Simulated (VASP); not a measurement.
## NiO: single point with r2SCAN

NiO:

```
Ni O
1.0
     0.00000    1.69041    4.76095
    -1.46394   -0.84520    4.76095
     1.46394   -0.84520    4.76095
Ni O
2 2
Cartesian
  1.4639 0.8452 2.3805
  1.4639 0.8452 9.5219
  0.0000 0.0000 3.5707
  0.0000 0.0000 10.7121
```

This cell differs from its parent crystal: volume scaled by 0.980.

* Program: VASP 6.6.1
* Task: single point
* Functional: r2SCAN
* Potentials or basis: VASP PAW PBE potentials, release 64 (Ni, O)
* Cutoff: 520 eV
* k mesh: 10 × 10 × 10
* Occupations: gaussian, width 0.05 eV
* Spin: collinear spin, antiferromagnetic start
* Starting moments: [1.73, -1.73, 0.0, 0.0] μB
* Dipole correction: no
* Further INCAR settings: ALGO = Normal; EDIFF = 1e-06; NBANDS = 28

```yaml
Pressure: 4.7 GPa
Band_gap_on_the_k_mesh: 2.32 eV
Net_moment: 0.00 μB per cell
Site_moments: Ni +1.55, -1.55; O +0.00 μB
Valence_electrons_inside_the_program's_atomic_spheres: Ni 9.01; O 5.05
```

Levels at points of the mesh, in eV from the valence-band top:
Spin up:
| k point | band 14 | band 15 | band 16 | band 17 | band 18 | band 19 |
| --- | --- | --- | --- | --- | --- | --- |
| (0.00, 0.00, 0.00) | -0.58 | -0.58 | -0.41 | 3.26 | 3.26 | 3.34 |
| (0.50, 0.00, 0.00) | -0.43 | -0.38 | -0.26 | 2.92 | 3.00 | 9.37 |
| (0.50, 0.50, 0.00) | -0.35 | -0.33 | -0.23 | 3.37 | 3.52 | 7.30 |
| (0.50, 0.50, 0.50) | -0.73 | -0.04 | -0.04 | 2.88 | 2.88 | 6.02 |
Spin down:
```csv
k point,band 12,band 13,band 14,band 15,band 16,band 17,band 18,band 19,band 20,band 21
"(0.00, 0.00, 0.00)",-1.59,-1.59,-0.58,-0.58,-0.41,3.26,3.26,3.34,7.25,12.38
"(0.50, 0.00, 0.00)",-1.10,-0.65,-0.43,-0.38,-0.26,2.92,3.00,9.37,9.57,11.77
"(0.50, 0.50, 0.00)",-0.99,-0.95,-0.35,-0.33,-0.23,3.37,3.52,7.30,8.06,12.31
"(0.50, 0.50, 0.50)",-0.91,-0.91,-0.73,-0.04,-0.04,2.88,2.88,6.02,6.27,14.09
```

Run time: 31 min on 1 thread of Intel Xeon 6975P-C (shared host), peak memory 0.42 GiB.

Caveat: the PAW data sets were made with another functional, which shifts forces and pressure a little. A k mesh can miss the band edges.
